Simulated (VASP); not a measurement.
Set up this calculation in VASP 6.6.1, as the native input.

| Quantity | Value |
| --- | --- |
| Task | single point |
| Functional | RPBE |
| Potentials or basis | VASP PAW PBE potentials, release 64 (Pb_d) |
| Cutoff | 520 eV |
| k mesh | 8 × 8 × 12 |
| Occupations | fermi-dirac, width 0.1 eV |
| Spin | no spin polarisation |
| Dipole correction | no |
| Further INCAR settings | ALGO = Normal; EDIFF = 1e-07; NBANDS = 28 |

The structure of Pb lies in POSCAR:

```
Pb
1.0
    5.7758268996      0.0000000000      0.0000000000
   -2.8879134498      5.0020128229      0.0000000000
    0.0000000000      0.0000000000      3.4846963481
Pb
3
Direct
    1.0000000000      0.0000000000      0.0000000000
    0.3333333333      0.6666666667      0.5000000000
    0.6666666667      0.3333333333      0.5000000000
```

One way to write it, as run:

INCAR

```
PREC = Accurate ; ENCUT = 520
EDIFF = 1E-7 ; ISMEAR = -1
SIGMA = 0.1 ; LREAL = False
LASPH = True ; NELM = 100
ALGO = Normal ; ISIF = 2
LWAVE = False ; LCHARG = False
GGA = RP ; NBANDS = 28
```

KPOINTS

```
regular mesh
0
Gamma
  8 8 12
```

Potentials or basis: VASP PAW PBE potentials, release 64 (Pb_d).

The run is started by

```bash
$ cat potpaw_PBE.64/Pb_d/POTCAR > POTCAR
$ mpirun -np 1 vasp_std > vasp.out
```

Results of the run:

| Item | Value |
| --- | --- |
| Pressure | -0.2 GPa |
| Band gap on the k mesh | zero (band 21 reaches 7.85 eV, above the bottom of band 22 at 4.53 eV) |

Caveat: the PAW data sets were made with another functional, which shifts forces and pressure a little; spin-orbit coupling is left out, which moves the levels of the heavy elements.

It took 83 s on 1 thread of Intel(R) Xeon(R) 6975P-C (Granite Rapids), on a shared host, peak memory 0.32 GiB.
